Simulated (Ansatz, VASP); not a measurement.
**Mg: VASP beside Ansatz**

```
CELL_PARAMETERS angstrom
3.18134 0.00000 0.00000
-1.59067 2.75512 0.00000
0.00000 0.00000 5.14826
ATOMIC_POSITIONS crystal
Mg 0.33333 0.66667 0.25000
Mg 0.66667 0.33333 0.75000
```

Alike in both runs: functional r2SCAN; k mesh 21 × 21 × 12; occupations methfessel-paxton of order 1, width 0.1 eV; no spin polarisation.

Ansatz relaxed the structure, and its values are those at the end. VASP's run is a single point on that final structure, the one shown.

|  | VASP | Ansatz |
| --- | --- | --- |
| version | VASP 6.6.1 | Ansatz 0.2.0 |
| potentials or method | VASP PAW PBE potentials, release 64 (Mg) | scalar-relativistic, plane waves, PAW |
| plane-wave cutoff (eV) | 660 | 500 |
| valence electrons in the cell | 4 | 20 |

```tsv
	VASP	Ansatz	Ansatz less VASP
gap on the k mesh at the Fermi level (eV)	none	none	-
pressure (GPa)	-0.3	0.0	+0.27
```

VASP's potentials were made for PBE, not for r2SCAN. A gap of «none» marks a metal or a gap that the smearing closes. With one functional, cell and mesh, what is left measures potentials, basis and numerics. VASP's potentials hold 4 valence electrons a cell and Ansatz's 20, so a difference there can come from the potentials and not from the codes.
